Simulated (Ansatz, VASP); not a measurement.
Two plane-wave programs on WSe2

File INCAR:

```
ALGO     = Normal         # electronic algorithm
DIPOL    = 0.5 0.5 0.389
EDIFF    = 1E-6           # SCF threshold, eV
ENCUT    = 520            # plane-wave cutoff, eV
GGA      = PE             # functional
IDIPOL   = 3            
ISIF     = 2              # what is computed and relaxed
ISMEAR   = 0              # smearing method
IVDW     = 12             # dispersion correction
LASPH    = True           # aspherical terms in the spheres
LCHARG   = True           # write CHGCAR
LDIPOL   = True         
LELF     = True           # ELF
LREAL    = False          # projectors in reciprocal space
LVACPOTAV= True         
LVHAR    = True         
LWAVE    = False          # write WAVECAR
NBANDS   = 35             # bands
NELM     = 60             # most SCF steps
PREC     = Accurate       # precision mode
SIGMA    = 0.05           # smearing width, eV
```

The input KPOINTS:

```
k-points
0
Gamma
  9 9 1
```

The input POSCAR:

```
WSe2
1.0
    3.2854927591      0.0000000000      0.0000000000
   -1.6427463796      2.8453201933      0.0000000000
    0.0000000000      0.0000000000     24.2386469112
Se W
4 2
Direct
    0.3333333333      0.6666666667      0.1856539277
    0.3333333333      0.6666666667      0.3246601794
    0.3333333333      0.6666666667      0.4529676717
    0.3333333333      0.6666666667      0.5919739235
    0.6666666667      0.3333333333      0.2551570535
    0.0000000000      1.0000000000      0.5224707976
```

Input for Ansatz:

```yaml
crystal:
  lattice:
    - [3.2854927591, 0.0, 0.0]
    - [-1.6427463796, 2.8453201933, 0.0]
    - [0.0, 0.0, 24.2386469112]
  atoms:
    - { symbol: Se, position: [0.3333333333, 0.6666666667, 0.1856539277] }
    - { symbol: W, position: [0.6666666667, 0.3333333333, 0.2551570535] }
    - { symbol: Se, position: [0.3333333333, 0.6666666667, 0.3246601794] }
    - { symbol: Se, position: [0.3333333333, 0.6666666667, 0.4529676717] }
    - { symbol: W, position: [0.0, 1.0, 0.5224707976] }
    - { symbol: Se, position: [0.3333333333, 0.6666666667, 0.5919739235] }
basis:
  ecutwfc: 420
kpoints:
  mp_grid: { grid: [9, 9, 1] }
hamiltonian:
  xc: pbe
  pseudopotentials: { kind: paw, azcp: { folder: soft_1 } }
  dispersion: d3bj
scf:
  occupations: { method: gaussian, width: 0.05 }
output:
  forces: true
  eigenvalues: true
efield:
  axis: 3
  dipole_correction: true
  ramp_width: 0.04
```

Alike in both runs: task single point; functional PBE; dispersion D3(BJ); k mesh 9 × 9 × 1; occupations gaussian, width 0.05 eV; no spin polarisation.

```csv
,VASP,Ansatz
version,VASP 6.6.1,Ansatz 0.2.0
potentials or method,"VASP PAW PBE potentials, release 64 (Se, W_sv), cutoff 520 eV","scalar-relativistic, plane waves, PAW"
valence electrons in the cell,52,92
```

Ansatz gave:

| Property | Result |
| --- | --- |
| gap on the k mesh at the Fermi level (eV) | 1.25 |
| least direct gap on the mesh (eV) | 1.68 |
| rms of the force components (eV/Å) | 0.170 |

Estimate VASP's values.

gap on the k mesh at the Fermi level (eV): 1.25; least direct gap on the mesh (eV): 1.68; rms of the force components (eV/Å): 0.155.

VASP's potentials hold 52 valence electrons a cell and Ansatz's 92, so a difference there can come from the potentials and not from the codes.

Neither program's run includes spin-orbit coupling.
